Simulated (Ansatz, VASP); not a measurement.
## Mg2Ge3N in VASP and in Ansatz

```xyz
6
Lattice="4.7788 0.0000 0.0000 -2.3894 4.1385 0.0000 0.0000 0.0000 5.4058" Properties=species:S:1:pos:R:3 pbc="T T T"
Mg    0.0000    2.7590    0.0000
Mg    2.3894    1.3795    0.0000
Ge    0.0000    2.7590    2.7029
Ge    2.3894    1.3795    2.7029
Ge    0.0000    0.0000    0.0000
N     0.0000    0.0000    2.7029
```

Alike in both runs: functional PBE; k mesh 12 × 12 × 8; occupations gaussian, width 0.1 eV; no spin polarisation.

Ansatz relaxed the structure, and its values are those at the end. VASP's run is a single point on that final structure, the one shown.

```csv
,VASP,Ansatz
version,VASP 6.6.1,Ansatz 0.2.0
potentials or method,"VASP PAW PBE potentials, release 64 (Mg, Ge_d, N), cutoff 520 eV","scalar-relativistic, plane waves, PAW"
valence electrons in the cell,51,67
```

VASP gave:

* gap on the k mesh at the Fermi level (eV): none
* pressure (GPa): -0.1

Problem. Which values does Ansatz return?

Solution. gap on the k mesh at the Fermi level (eV): none; pressure (GPa): 0.0.

A gap of «none» marks a metal or a gap that the smearing closes. With one functional, cell and mesh, what is left measures potentials, basis and numerics. VASP's potentials hold 51 valence electrons a cell and Ansatz's 67, so a difference there can come from the potentials and not from the codes.
